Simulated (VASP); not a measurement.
MgO: single point with PBE

Crystal: MgO.

```xyz
4
Lattice="3.4648 0.0000 0.0000 -1.7324 3.0006 0.0000 0.0000 0.0000 4.2388" Properties=species:S:1:pos:R:3 pbc="T T T"
Mg    1.7324    1.0002    3.1791
Mg    0.0000    2.0004    1.0597
O     1.7324    1.0002    1.0597
O     0.0000    2.0004    3.1791
```

This cell differs from its parent crystal: volume 11.017 Å^3 an atom, c/a of the conventional cell 1.2234.

| Property | Result |
| --- | --- |
| Program | VASP 6.6.1 |
| Task | single point |
| Functional | PBE |
| Potentials or basis | VASP PAW PBE potentials, release 64 (Mg, O) |
| Cutoff | 520 eV |
| k mesh | 9 × 9 × 6 |
| Occupations | gaussian, width 0.05 eV |
| Spin | no spin polarisation |
| Dipole correction | no |
| Further INCAR settings | ALGO = Normal; EDIFF = 1e-06; NBANDS = 16 |

```yaml
Pressure: 3.7 GPa
Band_gap_on_the_k_mesh: 3.40 eV, direct
```

Stress tensor (GPa, compression positive):
```
4.69 0.00 0.00
0.00 4.69 0.00
0.00 0.00 1.85
```

Levels at points of the mesh, in eV from the valence-band top:
| k point | band 5 | band 6 | band 7 | band 8 | band 9 | band 10 | band 11 | band 12 |
| --- | --- | --- | --- | --- | --- | --- | --- | --- |
| (0.00, 0.00, 0.00) | -1.73 | -0.85 | -0.85 | 0.00 | 3.40 | 9.38 | 12.03 | 12.64 |
| (0.00, 0.00, 0.50) | -1.31 | -1.31 | -1.31 | -1.31 | 6.42 | 6.42 | 13.01 | 13.01 |

Run time: 29 s on 1 thread of Intel(R) Xeon(R) 6975P-C (Granite Rapids) (shared host), peak memory 0.17 GiB.
